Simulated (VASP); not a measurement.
Here is a VASP 6.6.1 calculation.

Contents of INCAR:

```
SYSTEM = ZrBiSe3
  PREC = Accurate
  ENCUT = 520
  EDIFF = 1E-6
  ISMEAR = 0
  SIGMA = 0.1
  LREAL = .False.
  LASPH = .True.
  NELM = 100
  ALGO = Normal
  ISIF = 2
  LWAVE = .False.
  LCHARG = .False.
  GGA = PE
  IVDW = 12
  NBANDS = 30
```

The input KPOINTS:

```
regular mesh
0
Gamma
  6 6 2
  0 0 0
```

POSCAR

```
ZrBiSe3
1.0
    3.8775000000      0.0000000000      0.0000000000
   -1.9387500000      3.3580135000      0.0000000000
    0.0000000000      0.0000000000     11.2101003200
Zr Bi Se
1 1 3
Direct
    0.6666666700      0.3333333300      0.3979418600
    0.0000000000      0.0000000000      0.7702072300
    0.0000000000      0.0000000000      0.0000000000
    0.3333333300      0.6666666700      0.2554692500
    0.0000000000      0.0000000000      0.5404144600
```

Potentials or basis: VASP PAW PBE potentials, release 64 (Zr_sv, Bi_d, Se).

Launch:

```bash
$ cat potpaw_PBE.64/Zr_sv/POTCAR potpaw_PBE.64/Bi_d/POTCAR potpaw_PBE.64/Se/POTCAR > POTCAR
$ mpirun -np 1 vasp_std > vasp.out
```

What does it give for the largest force?

3.334 eV/Å.

What does it give for the dispersion energy per atom?

-0.372 eV.

Predict the pressure.

-1.4 GPa.

Stress tensor (GPa, compression positive):
```
-6.59  0.00  0.00
 0.00 -6.59  0.00
 0.00  0.00  8.88
```

Caveat: forces of over 1 eV/Å act on the atoms, so gaps and moduli don't describe the material at rest.
